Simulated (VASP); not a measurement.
Write the native input for VASP 6.6.1 that does the following.

* Task: relaxation of cell and atoms
* Functional: LDA
* Potentials or basis: VASP PAW LDA potentials, release 64 (Li_sv, F)
* Cutoff: 600 eV
* k mesh: 10 × 10 × 10
* Occupations: gaussian, width 0.02 eV
* Spin: no spin polarisation
* Dipole correction: no
* Further INCAR settings: ALGO = Normal; EDIFF = 1e-06; IBRION = 2; EDIFFG = -0.002; NSW = 100; ISIF = 3

The structure of LiF lies in POSCAR:

```
LiF
1.0
    0.0000000000      1.9538102033      1.9538102033
    1.9538102033      0.0000000000      1.9538102033
    1.9538102033      1.9538102033      0.0000000000
Li F
1 1
Direct
    0.0000000000      0.0000000000      0.0000000000
    0.5000000000      0.5000000000      0.5000000000
```

The input as run:

INCAR

```
  ALGO = Normal
  EDIFF = 1E-6
  EDIFFG = -0.002
  ENCUT = 600
  IBRION = 2
  ISIF = 3
  ISMEAR = 0
  LASPH = T
  LCHARG = F
  LREAL = F
  LWAVE = F
  NELM = 60
  NSW = 100
  PREC = Accurate
  SIGMA = 0.02
```

KPOINTS

```
k-points
0
Gamma
  10 10 10
```

Potentials or basis: VASP PAW LDA potentials, release 64 (Li_sv, F).

The run is started by

```console
$ cat potpaw_LDA.64/Li_sv/POTCAR potpaw_LDA.64/F/POTCAR > POTCAR
$ mpirun -np 1 vasp_std > vasp.out
```

It gave:

| Quantity | Value |
| --- | --- |
| Relaxed volume | 7.41 Å³/atom |
| Relaxed cell | a = 2.757 Å, b = 2.757 Å, c = 2.757 Å, α = 60.00°, β = 60.00°, γ = 60.00° |
| Space group after relaxing (to 0.1 Å) | Fm-3m (No. 225) |
| Energy gained by relaxing | 0.1 meV/atom |
| Ionic steps | 3 |
| Pressure after relaxing | 0.0 GPa |
| Band gap on the k mesh | 9.76 eV |

Caveat: the cutoff is under 1.25 times the usual one of these potentials, so pressure, stress and relaxed cells hold a basis-set (Pulay) error.

It took 17 s on 1 thread of Intel Xeon 8259CL, on a shared host, peak memory 0.12 GiB.
